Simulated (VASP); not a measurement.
# Ta2SiOF2 (Cmmm) in VASP: a series of runs, part 2 of 2

VASP 6.6.1. Earlier steps stand in the parts before.

**3. Single point, PBE**

This run uses another cell than the first one, of 14.99 Å³/atom.

Input file INCAR:

```
SYSTEM = Ta2SiOF2
PREC = Accurate
ENCUT = 520
EDIFF = 1E-6
ISMEAR = 0
SIGMA = 0.1
LREAL = .False.
LASPH = .True.
NELM = 80
ALGO = Normal
ISIF = 2
LWAVE = .False.
LCHARG = .False.
GGA = PE
NBANDS = 32
```

Input file KPOINTS:

```
regular mesh
0
Gamma
  4 4 4
  0 0 0
```

Input file POSCAR:

```
Ta2SiOF2
1.0
    2.6487468253     -4.5072144310      0.0000000000
    2.6487468253      4.5072144310      0.0000000000
    0.0000000000      0.0000000000      3.7665828929
Ta Si O F
2 1 1 2
Direct
    0.5000000000      0.0000000000      0.5000000000
    0.0000000000      0.5000000000      0.5000000000
    0.5000000000      0.5000000000      0.5000000000
    0.0000000000      0.0000000000      0.0000000000
    0.7261653439      0.2738346561      0.0000000000
    0.2738346561      0.7261653439      0.0000000000
```

Potentials or basis: VASP PAW PBE potentials, release 64 (Ta_pv, Si, O, F).

On the command line:

```sh
$ cat potpaw_PBE.64/Ta_pv/POTCAR potpaw_PBE.64/Si/POTCAR potpaw_PBE.64/O/POTCAR potpaw_PBE.64/F/POTCAR > POTCAR
$ mpirun -np 1 vasp_std > vasp.out
```

OUTCAR:

```text
SYSTEM = Ta2SiOF2
   PREC = Accurate
   ENCUT = 520
   EDIFF = 1E-6
   ISMEAR = 0
   LREAL = .False.
   LASPH = .True.
   NELM = 80
   ISIF = 2
   GGA = PE

 ion  position               nearest neighbor table
   1  0.500  0.000  0.500-   5 2.31   6 2.31   5 2.31   6 2.31   3 2.61   3 2.61   2 2.65   2 2.65

   2  0.000  0.500  0.500-   5 2.31   6 2.31   5 2.31   6 2.31   3 2.61   3 2.61   1 2.65   1 2.65

   3  0.500  0.500  0.500-   1 2.61   2 2.61   1 2.61   2 2.61
   4  0.000  0.000  0.000-
   5  0.726  0.274  0.000-   1 2.31   2 2.31   1 2.31   2 2.31
   6  0.274  0.726  0.000-   1 2.31   2 2.31   1 2.31   2 2.31

[... 938 lines left out ...]
  Total        0.1790348      0.1151223      0.1400131      0.0000000      0.0000000      0.0000000
  in kB        3.1894949      2.0508962      2.4943245      0.0000000      0.0000000      0.0000000
  external PRESSURE =       2.5782385 kB  Pullay stress =       0.0000000 kB

 VOLUME and BASIS-vectors are now :
 -----------------------------------------------------------------------------
  energy-cutoff  :      520.00
  volume of cell :       89.93
      direct lattice vectors                 reciprocal lattice vectors
     2.648746825 -4.507214431  0.000000000     0.188768513 -0.110933262  0.000000000
     2.648746825  4.507214431  0.000000000     0.188768513  0.110933262  0.000000000
     0.000000000  0.000000000  3.766582893     0.000000000  0.000000000  0.265492630

 POSITION                                       TOTAL-FORCE (eV/Angst)
 -----------------------------------------------------------------------------------
      1.32437     -2.25361      1.88329        -0.000000      0.000000      0.000000
      1.32437      2.25361      1.88329         0.000000      0.000000      0.000000
      2.64875      0.00000      1.88329        -0.000000      0.000000      0.000000
      0.00000      0.00000      0.00000        -0.000000      0.000000      0.000000
      2.64875     -2.03875      0.00000        -0.000000     -0.027365      0.000000
      2.64875      2.03875      0.00000        -0.000000      0.027365     -0.000000
 -----------------------------------------------------------------------------------
    total drift:                                0.000000      0.000000     -0.000000

  FREE ENERGIE OF THE ION-ELECTRON SYSTEM (eV)
  ---------------------------------------------------
  free  energy   TOTEN  =       -37.7290707235 eV

  energy  without entropy=      -37.6827853439  energy(sigma->0) =      -37.70592803
```

OSZICAR:

```text
N       E                     dE             d eps       ncg     rms          rms(c)
DAV:   1     0.380920129828E+03    0.38092E+03   -0.24817E+04  1344   0.141E+03
DAV:   2    -0.205650677780E+02   -0.40149E+03   -0.38238E+03  1560   0.386E+02
DAV:   3    -0.448256843242E+02   -0.24261E+02   -0.23673E+02  1648   0.905E+01
DAV:   4    -0.452326069184E+02   -0.40692E+00   -0.40520E+00  1584   0.121E+01
DAV:   5    -0.452409735520E+02   -0.83666E-02   -0.83620E-02  1736   0.143E+00    0.217E+01
DAV:   6    -0.468820701239E+02   -0.16411E+01   -0.92361E+01  1648   0.346E+01    0.283E+01
DAV:   7    -0.396478439620E+02    0.72342E+01   -0.20493E+01  1584   0.157E+01    0.110E+01
DAV:   8    -0.382289783227E+02    0.14189E+01   -0.32687E+00  1544   0.714E+00    0.681E+00
DAV:   9    -0.379796750587E+02    0.24930E+00   -0.45033E+00  1624   0.710E+00    0.550E+00
DAV:  10    -0.377313180279E+02    0.24836E+00   -0.10447E+00  1544   0.295E+00    0.879E-01
DAV:  11    -0.377462364165E+02   -0.14918E-01   -0.70476E-02  1408   0.109E+00    0.128E+00
DAV:  12    -0.377309252232E+02    0.15311E-01   -0.10762E-01  1592   0.864E-01    0.478E-01
DAV:  13    -0.377299563972E+02    0.96883E-03   -0.36053E-03  1456   0.254E-01    0.322E-01
DAV:  14    -0.377291001689E+02    0.85623E-03   -0.51484E-03  1392   0.206E-01    0.752E-02
DAV:  15    -0.377290741708E+02    0.25998E-04   -0.41262E-04  1512   0.669E-02    0.225E-02
DAV:  16    -0.377290698287E+02    0.43421E-05   -0.26425E-05  1360   0.165E-02    0.804E-03
DAV:  17    -0.377290707235E+02   -0.89485E-06   -0.62607E-06  1304   0.102E-02
   1 F= -.37729071E+02 E0= -.37705928E+02  d E =-.462854E-01
```

stdout:

```text
POSCAR found type information on POSCAR TaSiO F
 POSCAR found :  4 types and       6 ions
 scaLAPACK will be used
 LDA part: xc-table for (Slater+PW92), standard interpolation
 POSCAR, INCAR and KPOINTS ok, starting setup
 FFT: planning ... GRIDC
 FFT: planning ... GRID_SOFT
 FFT: planning ... GRID
 WAVECAR not read
 entering main loop
```

It took 1.9 min on 1 thread of Oxide Virtual Turin-like, shared host; peak memory 0.2 GiB.

What came out:

* Free energy: -37.7291 eV
* Pressure: 0.3 GPa
* Largest force: 0.027 eV/Å
* Band gap on the k mesh: zero (bands 23 and 24 overlap by 0.93 eV)

Forces on the atoms (eV/Å):
```
Ta   0.000  0.000  0.000
Ta   0.000  0.000  0.000
Si   0.000  0.000  0.000
O    0.000  0.000  0.000
F    0.000 -0.027  0.000
F    0.000  0.027  0.000
```

Levels at points of the mesh, in eV from the Fermi level:
```
           k point  band 19  band 20  band 21  band 22  band 23  band 24  band 25  band 26  band 27  band 28
(0.00, 0.00, 0.00)    -1.86    -1.54    -1.53    -0.34    -0.26     0.17     0.42     0.72     1.17     2.26
(0.50, 0.00, 0.00)    -1.80    -1.79    -1.60    -0.34    -0.26    -0.24     0.66     0.88     1.37     1.68
(0.50, 0.50, 0.00)    -2.84    -2.42    -2.38    -0.61     0.05     0.24     1.02     1.05     2.14     2.90
(0.00, 0.00, 0.50)    -2.46    -1.68    -0.71    -0.60    -0.18     0.19     0.22     0.32     0.94     1.01
(0.50, 0.00, 0.50)    -2.68    -1.71    -0.22    -0.10     0.07     0.08     0.13     0.68     1.03     1.30
(0.50, 0.50, 0.50)    -2.63    -2.05    -1.84    -1.69    -1.68    -0.69    -0.12     0.27     1.59     2.39
```

Caveat: the k points lie up to 0.42 Å⁻¹ apart, too coarse for converged energies and pressures of a metal; spin-orbit coupling is left out, which moves the levels of the heavy elements.
